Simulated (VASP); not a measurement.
# Cu (Fm-3m) in VASP: notebook

Runs on Cu. Level: PBE. Tasks: single point.

All numbers are computed with VASP 6.6.1; they aren't measurements. Logs are shortened: lines on timing, memory, paths and dates and some standing lists are left out, and cuts for length are marked.

## 1. The cell of the first run

Symmetry: Fm-3m, No. 225, cubic system. The conventional cell has a = 3.630 Å, b = 3.630 Å, c = 3.630 Å, α = 90.00°, β = 90.00°, γ = 90.00°. Within 3.4 Å of Cu (site symmetry m-3m) lie 12 Cu at 2.57 Å.

## 2. Single point, PBE

INCAR

```
ALGO = Normal
EDIFF = 1E-7
ENCUT = 520
GGA = PE
ISIF = 2
ISMEAR = 1
LASPH = T
LCHARG = F
LREAL = Auto
LUSENCCL = F
LWAVE = F
NBANDS = 390
NELM = 100
PREC = Accurate
SIGMA = 0.1
```

KPOINTS

```
k-points
0
Gamma
  2 2 2
```

POSCAR

```
Cu
1.0
    0.0000000000      7.2607001269      7.2607001269
    7.2607001269      0.0000000000      7.2607001269
    7.2607001269      7.2607001269      0.0000000000
Cu
64
Direct
    0.0000000000      0.0000000000      0.0000000000
    0.0000000000      0.0000000000      0.2500000000
    0.0000000000      0.0000000000      0.5000000000
    0.0000000000      0.0000000000      0.7500000000
    0.0000000000      0.2500000000      0.0000000000
    0.0000000000      0.2500000000      0.2500000000
    0.0000000000      0.2500000000      0.5000000000
    0.0000000000      0.2500000000      0.7500000000
    0.0000000000      0.5000000000      0.0000000000
    0.0000000000      0.5000000000      0.2500000000
    0.0000000000      0.5000000000      0.5000000000
    0.0000000000      0.5000000000      0.7500000000
    0.0000000000      0.7500000000      0.0000000000
    0.0000000000      0.7500000000      0.2500000000
    0.0000000000      0.7500000000      0.5000000000
    0.0000000000      0.7500000000      0.7500000000
    0.2500000000      0.0000000000      0.0000000000
    0.2500000000      0.0000000000      0.2500000000
    0.2500000000      0.0000000000      0.5000000000
    0.2500000000      0.0000000000      0.7500000000
    0.2500000000      0.2500000000      0.0000000000
    0.2500000000      0.2500000000      0.2500000000
    0.2500000000      0.2500000000      0.5000000000
    0.2500000000      0.2500000000      0.7500000000
    0.2500000000      0.5000000000      0.0000000000
    0.2500000000      0.5000000000      0.2500000000
    0.2500000000      0.5000000000      0.5000000000
    0.2500000000      0.5000000000      0.7500000000
    0.2500000000      0.7500000000      0.0000000000
    0.2500000000      0.7500000000      0.2500000000
    0.2500000000      0.7500000000      0.5000000000
    0.2500000000      0.7500000000      0.7500000000
    0.5000000000      0.0000000000      0.0000000000
    0.5000000000      0.0000000000      0.2500000000
    0.5000000000      0.0000000000      0.5000000000
    0.5000000000      0.0000000000      0.7500000000
    0.5000000000      0.2500000000      0.0000000000
    0.5000000000      0.2500000000      0.2500000000
    0.5000000000      0.2500000000      0.5000000000
    0.5000000000      0.2500000000      0.7500000000
    0.5000000000      0.5000000000      0.0000000000
    0.5000000000      0.5000000000      0.2500000000
    0.5000000000      0.5000000000      0.5000000000
    0.5000000000      0.5000000000      0.7500000000
    0.5000000000      0.7500000000      0.0000000000
    0.5000000000      0.7500000000      0.2500000000
    0.5000000000      0.7500000000      0.5000000000
    0.5000000000      0.7500000000      0.7500000000
    0.7500000000      0.0000000000      0.0000000000
    0.7500000000      0.0000000000      0.2500000000
    0.7500000000      0.0000000000      0.5000000000
    0.7500000000      0.0000000000      0.7500000000
    0.7500000000      0.2500000000      0.0000000000
    0.7500000000      0.2500000000      0.2500000000
    0.7500000000      0.2500000000      0.5000000000
    0.7500000000      0.2500000000      0.7500000000
    0.7500000000      0.5000000000      0.0000000000
    0.7500000000      0.5000000000      0.2500000000
    0.7500000000      0.5000000000      0.5000000000
    0.7500000000      0.5000000000      0.7500000000
    0.7500000000      0.7500000000      0.0000000000
    0.7500000000      0.7500000000      0.2500000000
    0.7500000000      0.7500000000      0.5000000000
    0.7500000000      0.7500000000      0.7500000000
```

Potentials or basis: VASP PAW PBE potentials, release 64 (Cu).

Run with:

```
$ cat potpaw_PBE.64/Cu/POTCAR > POTCAR
$ mpirun -np 1 vasp_std > vasp.out
```

OUTCAR:

```text
EDIFF = 1E-7
   ENCUT = 520
   GGA = PE
   ISIF = 2
   ISMEAR = 1
   LASPH = T
   LREAL = Auto
   NELM = 100
   PREC = Accurate

 ion  position               nearest neighbor table
   1  0.000  0.000  0.000-   2 2.57   4 2.57   5 2.57   8 2.57  13 2.57  14 2.57  17 2.57  20 2.57
                            29 2.57  49 2.57  50 2.57  53 2.57
   2  0.000  0.000  0.250-   1 2.57   3 2.57   5 2.57   6 2.57  14 2.57  15 2.57  17 2.57  18 2.57
                            30 2.57  50 2.57  51 2.57  54 2.57
   3  0.000  0.000  0.500-   2 2.57   4 2.57   6 2.57   7 2.57  15 2.57  16 2.57  18 2.57  19 2.57
                            31 2.57  51 2.57  52 2.57  55 2.57
   4  0.000  0.000  0.750-   1 2.57   3 2.57   7 2.57   8 2.57  13 2.57  16 2.57  19 2.57  20 2.57
                            32 2.57  49 2.57  52 2.57  56 2.57
   5  0.000  0.250  0.000-   1 2.57   2 2.57   6 2.57   8 2.57   9 2.57  12 2.57  17 2.57  21 2.57
                            24 2.57  53 2.57  54 2.57  57 2.57
   6  0.000  0.250  0.250-   2 2.57   3 2.57   5 2.57   7 2.57   9 2.57  10 2.57  18 2.57  21 2.57
                            22 2.57  54 2.57  55 2.57  58 2.57
   7  0.000  0.250  0.500-   3 2.57   4 2.57   6 2.57   8 2.57  10 2.57  11 2.57  19 2.57  22 2.57
                            23 2.57  55 2.57  56 2.57  59 2.57
   8  0.000  0.250  0.750-   1 2.57   4 2.57   5 2.57   7 2.57  11 2.57  12 2.57  20 2.57  23 2.57
                            24 2.57  53 2.57  56 2.57  60 2.57
   9  0.000  0.500  0.000-   5 2.57   6 2.57  10 2.57  12 2.57  13 2.57  16 2.57  21 2.57  25 2.57
[... 117 lines left out ...]
 A1 = (   0.0000000000,   7.2607001269,   7.2607001269)
 A2 = (   7.2607001269,   0.0000000000,   7.2607001269)
 A3 = (   7.2607001269,   7.2607001269,   0.0000000000)

Analysis of symmetry for initial positions (statically):
=====================================================================
 Subroutine PRICEL returns following result:

  LATTYP: Found a face centered cubic cell.
 ALAT       =     3.6303500634

  Lattice vectors:

 A1 = (   0.0000000000,   1.8151750317,   1.8151750317)
 A2 = (   1.8151750317,   0.0000000000,   1.8151750317)
 A3 = (   1.8151750317,   1.8151750317,   0.0000000000)

  64 primitive cells build up your supercell.

 Routine SETGRP: Setting up the symmetry group for a
 face centered cubic supercell.

 Subroutine GETGRP returns: Found 48 space group operations
 (whereof 48 operations were pure point group operations)
 out of a pool of 48 trial point group operations.

The static configuration has the point symmetry O_h .

Analysis of symmetry for dynamics (positions and initial velocities):
=====================================================================
[... 106 lines left out ...]
   PSTRESS=    0.0 pullay stress
   NELECT =     704.0000    total number of electrons
   NUPDOWN=      -1.0000    fix difference up-down
   EMIN   =  10.00;   EMAX   =-10.00  energy-range for DOS
   EFERMI =   0.00;   METHOD = LEGACY
   ISMEAR =     1;   SIGMA  =   0.10  broadening in eV -4-tet -1-fermi 0-gaus
   EFERMI_NEDOS =   21; number of points for ismear=-14 and -15
   IALGO  =     38    algorithm
   IMIX   =      4    mixing-type and parameters
     AMIX     =   0.40;   BMIX     =  1.00
     AMIX_MAG =   1.60;   BMIX_MAG =  1.00
  volume/ion in A,a.u.               =      11.96        80.72
  Fermi-wavevector in a.u.,A,eV,Ry     =   1.592003  3.008449 34.483607  2.534474
  Thomas-Fermi vector in A             =   2.690456
   LORBIT       =      0    0 simple, 1 ext, 2 COOP (PROOUT), +10 PAW based schemes
   GGA     = PE    functional components
   LHFCALC =     F    Hartree Fock is set to
   AEXX    =    0.0000 exact exchange contribution
   IVDW    =     0    specifies the selected vdW correction
   LEPSILON=     F    determine dielectric tensor
   LRPA    =     F    only Hartree local field effects (RPA)
 non-spin polarized calculation
 Methfessel and Paxton  Order N= 1 SIGMA  =   0.10
  energy-cutoff  :      520.00
  volume of cell :      765.54
 maximum number of plane-waves:     20678
 NGX is ok and might be reduce to    80
   NGX = 39   NGY = 39   NGZ = 39

 number of electron     703.9999821 magnetization

 Free energy of the ion-electron system (eV)
  ---------------------------------------------------
  ext. energy  EPLUGINS =         0.00000000
  ---------------------------------------------------
  free energy    TOTEN  =      -236.60903733 eV

  energy without entropy =     -236.54113419  energy(sigma->0) =     -236.58640295

 E-fermi :   7.3288     XC(G=0): -12.6509

 val. band max:        7.2817378389   @ k =   0.5000   0.0000   0.0000
 cond. band min:       7.5658501706   @ k =   0.5000   0.0000   0.0000
 fundamental gap:      0.2841123317
 Fermi energy:         7.3288106550

 k-point     1 :       0.0000    0.0000    0.0000
  band No.  band energies     occupation
      1      -1.8253      2.00000
      2       0.2799      2.00000
      3       0.2799      2.00000
      4       0.2799      2.00000
      5       0.2799      2.00000
      6       0.2799      2.00000
[... 1090 lines left out ...]
    363       9.5286      0.00000
    364       9.5286      0.00000
 [bands above 364 left out]

------------------------ aborting loop because EDIFF is reached ----------------------------------------

  FORCE on cell =-STRESS in cart. coord.  units (eV):
  Direction    XX          YY          ZZ          XY          YZ          ZX
  --------------------------------------------------------------------------------------
  -------------------------------------------------------------------------------------
  Total        5.8822961      5.8822961      5.8822961      0.0000000      0.0000000      0.0000000
  in kB       12.3109614     12.3109614     12.3109614      0.0000000      0.0000000      0.0000000
  external PRESSURE =      12.3109614 kB  Pullay stress =       0.0000000 kB

 VOLUME and BASIS-vectors are now :
 -----------------------------------------------------------------------------
  energy-cutoff  :      520.00
  volume of cell :      765.54
      direct lattice vectors                 reciprocal lattice vectors
     0.000000000  7.260700127  7.260700127    -0.068863882  0.068863882  0.068863882
     7.260700127  0.000000000  7.260700127     0.068863882 -0.068863882  0.068863882
     7.260700127  7.260700127  0.000000000     0.068863882  0.068863882 -0.068863882

 POSITION                                       TOTAL-FORCE (eV/Angst)
 -----------------------------------------------------------------------------------
      0.00000      0.00000      0.00000         0.000000      0.000000      0.000000
      1.81518      1.81518      0.00000        -0.000000      0.000000     -0.000000
      3.63035      3.63035      0.00000         0.000000     -0.000000      0.000000
      5.44553      5.44553      0.00000        -0.000000     -0.000000     -0.000000
      1.81518      0.00000      1.81518         0.000000      0.000000      0.000000
      3.63035      1.81518      1.81518         0.000000      0.000000      0.000000
[... 56 lines left out ...]
      9.07588      9.07588     10.89105         0.000000     -0.000000      0.000000
     10.89105     10.89105     10.89105        -0.000000     -0.000000     -0.000000
 -----------------------------------------------------------------------------------
    total drift:                               -0.000000     -0.000000     -0.000000

  FREE ENERGIE OF THE ION-ELECTRON SYSTEM (eV)
  ---------------------------------------------------
  free  energy   TOTEN  =      -236.6090373292 eV

  energy  without entropy=     -236.5411341898  energy(sigma->0) =     -236.58640295
```

It took 2.3 min on 1 × NVIDIA H100 80GB with 1 thread of AMD EPYC 7R13 (Zen 3), shared host; peak memory 2.1 GiB.

Results:

| Item | Value |
| --- | --- |
| Free energy | -236.6090 eV |
| Pressure | 1.2 GPa |
| Band gap on the k mesh | zero (bands 352 and 353 overlap by 1.08 eV) |

Levels at points of the mesh, in eV from the Fermi level:
| k point | band 350 | band 351 | band 352 | band 353 | band 354 | band 355 |
| --- | --- | --- | --- | --- | --- | --- |
| (0.00, 0.00, 0.00) | -0.21 | -0.21 | 1.03 | 1.03 | 1.03 | 1.03 |
| (0.50, 0.00, 0.00) | -0.05 | -0.05 | -0.05 | -0.05 | -0.05 | 0.24 |
| (0.50, 0.50, 0.00) | -0.33 | -0.33 | -0.33 | 0.33 | 0.33 | 0.33 |

Caveat: the k points lie up to 0.37 Å⁻¹ apart, too coarse for converged energies and pressures of a metal.

[end of part 1 of 2]

The gap in the log of VASP goes by the Fermi energy; the results here count the filled bands.